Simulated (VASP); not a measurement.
Runs of VASP 6.6.1 on Hf. The structure is that of space group P6/mmm (No. 191), or close to it. The cells are those of the table. 

| task | cell | cutoff (eV) | gap on the mesh (eV) | pressure (GPa) |
| --- | --- | --- | --- | --- |
| single point | a = 4.292, b = 4.292, c = 2.653 Å, angles 90.0, 90.0, 120.0°, 3 atoms | 520 | none | 99.1 |
| relaxation of cell and atoms | relaxed to 50 GPa from a = 4.512, b = 4.512, c = 2.810 Å, angles 90.0, 90.0, 120.0°, 3 atoms | 600 | none | 50.0 |
| relaxation of cell and atoms | relaxed to 100 GPa from a = 4.292, b = 4.292, c = 2.653 Å, angles 90.0, 90.0, 120.0°, 3 atoms | 600 | none | 100.0 |
| single point | a = 4.494, b = 4.494, c = 2.799 Å, angles 90.0, 90.0, 120.0°, 3 atoms | 520 | none | (a) |

Alike in all rows: level PBEsol; potentials or basis VASP PAW PBE potentials, release 64 (Hf_pv); no spin polarisation; k mesh 12 × 12 × 16; smearing gaussian 0.1 eV.

Problem. Estimate the missing entries.

Solution. (a) 49.5.

Caveats: the PAW data sets were made with another functional, which shifts forces and pressure a little; spin-orbit coupling is left out, which moves the levels of the heavy elements; the cell is relaxed towards a set pressure, so the enthalpy falls and the energy may rise (some runs).

A k mesh can miss the band edges, and the runs leave out spin-orbit coupling on Hf.

A gap of «none» marks levels without a gap at the run's occupations.
